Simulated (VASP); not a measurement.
A run of VASP 6.6.1:

The input INCAR:

```
SYSTEM = SrO
PREC = Accurate
ENCUT = 520
EDIFF = 1E-8
ISMEAR = -1
SIGMA = 0.02
LREAL = .False.
LASPH = .True.
NELM = 100
ALGO = Normal
ISIF = 2
LWAVE = .False.
LCHARG = .False.
GGA = PE
LEFG = .True.
NBANDS = 15
```

Contents of KPOINTS:

```
Automatic mesh
0
Gamma
  8 8 8
  0 0 0
```

File POSCAR:

```
SrO
1.0
    0.0256980000      2.5826490000      2.5826490000
    2.5826490000      0.0256980000      2.5826490000
    2.5826490000      2.5826490000      0.0256980000
Sr O
1 1
Direct
    0.0000000000      0.0000000000      0.0000000000
    0.5000000000      0.5000000000      0.5000000000
```

Potentials or basis: VASP PAW PBE potentials, release 64 (Sr_sv, O).

Run with:

```bash
$ cat potpaw_PBE.64/Sr_sv/POTCAR potpaw_PBE.64/O/POTCAR > POTCAR
$ mpirun -np 1 vasp_std > vasp.out
```

Hardware: 1 thread of Intel(R) Xeon(R) 6975P-C (Granite Rapids), with other jobs on the host.

**Question.** Estimate the wall time of this run.

**Answer.** Wall time 21 s on 1 thread of Intel(R) Xeon(R) 6975P-C (Granite Rapids) (shared host), peak memory 0.17 GiB. Counts: scf iterations 15, k points 65.
